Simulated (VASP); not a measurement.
# InSb (P4/nmm) in VASP: notebook

InSb is run at these levels: PBE; tasks: single point, relaxation of cell and atoms.

All numbers are computed with VASP 6.6.1; they aren't measurements. Logs are shortened: lines on timing, memory, paths and dates and some standing lists are left out, and cuts for length are marked.

**1. The cell of the first run**

The structure is tetragonal, space group P4/nmm (No. 129). The conventional cell has a = 4.560 Å, b = 4.560 Å, c = 5.298 Å, α = 90.00°, β = 90.00°, γ = 90.00°. In (site symmetry 4mm) has 4 In at 3.23 Å and 8 Sb at 3.47 to 3.52 Å within 4.2 Å. Within 4.2 Å of Sb (site symmetry -4m2) lie 4 Sb at 3.22 Å and 8 In at 3.47 to 3.52 Å.

**2. Single point, PBE**

The input, INCAR:

```
SYSTEM = InSb
PREC = Accurate
ENCUT = 520
EDIFF = 1E-6
ISMEAR = 0
SIGMA = 0.1
LREAL = .FALSE.
LASPH = .TRUE.
NELM = 60
ALGO = Normal
ISIF = 2
LWAVE = .FALSE.
LCHARG = .TRUE.
GGA = PE
LELF = .TRUE.
LVHAR = .TRUE.
NBANDS = 26
```

The input, KPOINTS:

```
Automatic mesh
0
G
  4 4 2
  0 0 0
```

The input, POSCAR:

```
InSb
1.0
    4.5604899018      0.0000000000      0.0000000000
    0.0000000000      4.5604899018      0.0000000000
    0.0000000000      0.0000000000      5.2978444631
In Sb
2 2
Direct
    0.5000000000      0.0000000000      0.9939536927
    0.0000000000      0.5000000000      0.0060463073
    0.5000000000      0.5000000000      0.5000000000
    0.0000000000      0.0000000000      0.5000000000
```

Potentials or basis: VASP PAW PBE potentials, release 64 (In_d, Sb).

The run is started by

```
$ cat potpaw_PBE.64/In_d/POTCAR potpaw_PBE.64/Sb/POTCAR > POTCAR
$ mpirun -np 1 vasp_std > vasp.out
```

OUTCAR:

```text
SYSTEM = InSb
   PREC = Accurate
   ENCUT = 520
   EDIFF = 1E-6
   ISMEAR = 0
   LREAL = .FALSE.
   LASPH = .TRUE.
   NELM = 60
   ISIF = 2
   GGA = PE

 ion  position               nearest neighbor table
   1  0.500  0.000  0.994-   2 3.23   2 3.23   2 3.23   2 3.23   3 3.47   4 3.47   4 3.47   3 3.47
                             4 3.52   3 3.52   4 3.52   3 3.52
   2  0.000  0.500  0.006-   1 3.23   1 3.23   1 3.23   1 3.23   4 3.47   4 3.47   3 3.47   3 3.47
                             3 3.52   4 3.52   3 3.52   4 3.52
   3  0.500  0.500  0.500-   4 3.22   4 3.22   4 3.22   4 3.22   2 3.47   2 3.47   1 3.47   1 3.47
                             2 3.52   2 3.52   1 3.52   1 3.52
   4  0.000  0.000  0.500-   3 3.22   3 3.22   3 3.22   3 3.22   2 3.47   1 3.47   1 3.47   2 3.47
                             2 3.52   2 3.52   1 3.52   1 3.52

  LATTYP: Found a simple tetragonal cell.
 ALAT       =     4.5604899018
 C/A-ratio  =     1.1616831913

  Lattice vectors:

 A1 = (   4.5604899018,   0.0000000000,   0.0000000000)
 A2 = (   0.0000000000,   4.5604899018,   0.0000000000)
 A3 = (   0.0000000000,   0.0000000000,   5.2978444631)

Analysis of symmetry for initial positions (statically):
=====================================================================
 Subroutine PRICEL returns:
 Original cell was already a primitive cell.

 Routine SETGRP: Setting up the symmetry group for a
 simple tetragonal supercell.

 Subroutine GETGRP returns: Found 16 space group operations
 (whereof  8 operations were pure point group operations)
 out of a pool of 16 trial point group operations.

The static configuration has the point symmetry D_2d.
 The point group associated with its full space group is D_4h.

Analysis of symmetry for dynamics (positions and initial velocities):
=====================================================================
 Subroutine PRICEL returns:
 Original cell was already a primitive cell.

 Routine SETGRP: Setting up the symmetry group for a
 simple tetragonal supercell.

 Subroutine GETGRP returns: Found 16 space group operations
 (whereof  8 operations were pure point group operations)
 out of a pool of 16 trial point group operations.

The dynamic configuration has the point symmetry D_2d.
 The point group associated with its full space group is D_4h.

 Subroutine INISYM returns: Found 16 space group operations
 (whereof  8 operations are pure point group operations),
 and found     1 'primitive' translations

----------------------------------------------------------------------------------------
[... 85 lines left out ...]
   LREAL  =      F    real-space projection
   EDIFFG = 0.1E-04   stopping-criterion for IOM
   NSW    =      0    number of steps for IOM
   IBRION =     -1    ionic relax: 0-MD 1-quasi-New 2-CG
   NFREE  =      0    steps in history (QN), initial steepest desc. (CG)
   ISIF   =      2    stress and relaxation
   ISYM   =      2    0-nonsym 1-usesym 2-fastsym
   POTIM  = 0.5000    time-step for ionic-motion
   TEBEG  =    0.0;   TEEND  =   0.0 temperature during run
   PSTRESS=    0.0 pullay stress
   NELECT =      36.0000    total number of electrons
   NUPDOWN=      -1.0000    fix difference up-down
   EMIN   =  10.00;   EMAX   =-10.00  energy-range for DOS
   EFERMI =   0.00;   METHOD = LEGACY
   ISMEAR =     0;   SIGMA  =   0.10  broadening in eV -4-tet -1-fermi 0-gaus
   EFERMI_NEDOS =   21; number of points for ismear=-14 and -15
   IALGO  =     38    algorithm
   IMIX   =      4    mixing-type and parameters
     AMIX     =   0.40;   BMIX     =  1.00
     AMIX_MAG =   1.60;   BMIX_MAG =  1.00
  volume/ion in A,a.u.               =      27.55       185.89
  Fermi-wavevector in a.u.,A,eV,Ry     =   1.127548  2.130756 17.297955  1.271364
  Thomas-Fermi vector in A             =   2.264234
   LORBIT       =      0    0 simple, 1 ext, 2 COOP (PROOUT), +10 PAW based schemes
   GGA     = PE    functional components
   LHFCALC =     F    Hartree Fock is set to
   AEXX    =    0.0000 exact exchange contribution
   IVDW    =     0    specifies the selected vdW correction
   LEPSILON=     F    determine dielectric tensor
   LRPA    =     F    only Hartree local field effects (RPA)
 non-spin polarized calculation
 Gauss-broadening in eV      SIGMA  =   0.10
  energy-cutoff  :      520.00
  volume of cell :      110.18
 maximum number of plane-waves:      2988
 NGX is ok and might be reduce to    36
   NGX = 17   NGY = 17   NGZ = 19

 number of electron      35.9999995 magnetization

 Free energy of the ion-electron system (eV)
  ---------------------------------------------------
  ext. energy  EPLUGINS =         0.00000000
  ---------------------------------------------------
  free energy    TOTEN  =       -13.26808454 eV

  energy without entropy =      -13.26005181  energy(sigma->0) =      -13.26406818

 E-fermi :   7.4085     XC(G=0): -10.0625

 val. band max:        7.3569471900   @ k =   0.2500   0.0000   0.5000
 cond. band min:       7.4965245849   @ k =   0.0000   0.0000   0.5000
 fundamental gap:      0.1395773948
 Fermi energy:         7.4085459181

 k-point     1 :       0.0000    0.0000    0.0000
  band No.  band energies     occupation
      1      -7.3175      2.00000
      2      -7.1816      2.00000
      3      -7.1572      2.00000
      4      -7.0791      2.00000
      5      -7.0791      2.00000
      6      -6.9372      2.00000
[... 337 lines left out ...]
     25      15.6011      0.00000
     26      15.6016      0.00000

------------------------ aborting loop because EDIFF is reached ----------------------------------------

  FORCE on cell =-STRESS in cart. coord.  units (eV):
  Direction    XX          YY          ZZ          XY          YZ          ZX
  --------------------------------------------------------------------------------------
  -------------------------------------------------------------------------------------
  Total        0.0634707      0.0634707     -0.0386200      0.0000000     -0.0000000      0.0000000
  in kB        0.9229145      0.9229145     -0.5615655      0.0000000     -0.0000000      0.0000000
  external PRESSURE =       0.4280878 kB  Pullay stress =       0.0000000 kB

 VOLUME and BASIS-vectors are now :
 -----------------------------------------------------------------------------
  energy-cutoff  :      520.00
  volume of cell :      110.18
      direct lattice vectors                 reciprocal lattice vectors
     4.560489902  0.000000000  0.000000000     0.219274688  0.000000000  0.000000000
     0.000000000  4.560489902  0.000000000     0.000000000  0.219274688  0.000000000
     0.000000000  0.000000000  5.297844463     0.000000000  0.000000000  0.188756013

 POSITION                                       TOTAL-FORCE (eV/Angst)
 -----------------------------------------------------------------------------------
      2.28024      0.00000      5.26581        -0.000000      0.000000      0.006682
      0.00000      2.28024      0.03203         0.000000     -0.000000     -0.006682
      2.28024      2.28024      2.64892         0.000000      0.000000      0.000000
      0.00000      0.00000      2.64892         0.000000     -0.000000      0.000000
 -----------------------------------------------------------------------------------
    total drift:                                0.000000      0.000000     -0.000000

  FREE ENERGIE OF THE ION-ELECTRON SYSTEM (eV)
  ---------------------------------------------------
  free  energy   TOTEN  =       -13.2680845416 eV

  energy  without entropy=      -13.2600518128  energy(sigma->0) =      -13.26406818
```

OSZICAR:

```text
N       E                     dE             d eps       ncg     rms          rms(c)
DAV:   1     0.285656336328E+03    0.28566E+03   -0.16010E+04   624   0.151E+03
DAV:   2     0.111620274000E+02   -0.27449E+03   -0.26744E+03   656   0.364E+02
DAV:   3    -0.124667061716E+02   -0.23629E+02   -0.23143E+02   798   0.120E+02
DAV:   4    -0.132911802399E+02   -0.82447E+00   -0.82219E+00   694   0.237E+01
DAV:   5    -0.133341992444E+02   -0.43019E-01   -0.43014E-01  1018   0.519E+00    0.377E+00
DAV:   6    -0.132806428442E+02    0.53556E-01   -0.98676E-02   788   0.408E+00    0.208E+00
DAV:   7    -0.132688433103E+02    0.11800E-01   -0.38954E-02   866   0.204E+00    0.328E-01
DAV:   8    -0.132680575676E+02    0.78574E-03   -0.42001E-03   774   0.770E-01    0.997E-02
DAV:   9    -0.132680902178E+02   -0.32650E-04   -0.37002E-04   762   0.135E-01    0.521E-02
DAV:  10    -0.132680847427E+02    0.54751E-05   -0.20661E-05   894   0.343E-02    0.154E-02
DAV:  11    -0.132680845416E+02    0.20117E-06   -0.20424E-06   566   0.139E-02
   1 F= -.13268085E+02 E0= -.13264068E+02  d E =-.803273E-02
```

Wall time 28 s (1 thread of Intel Xeon Platinum 8259CL at 2.50GHz (Skylake/Cascade Lake), shared host); peak memory 0.22 GiB.

What came out:

```yaml
Free_energy: -13.2681 eV
Pressure: 0.0 GPa
Largest_force: 0.007 eV/Å
Band_gap_on_the_k_mesh: zero (band 18 reaches 8.31 eV, above the bottom of band 19 at 6.49 eV)
```

Forces on the atoms (eV/Å):
```
In   0.000  0.000  0.007
In   0.000  0.000 -0.007
Sb   0.000  0.000  0.000
Sb   0.000  0.000  0.000
```

Stress tensor (GPa, compression positive):
```
 0.09  0.00  0.00
 0.00  0.09  0.00
 0.00  0.00 -0.06
```

Caveat: the k points lie up to 0.59 Å⁻¹ apart; spin-orbit coupling is left out, which moves the levels of the heavy elements.

(Continued in part 2 of 3.)
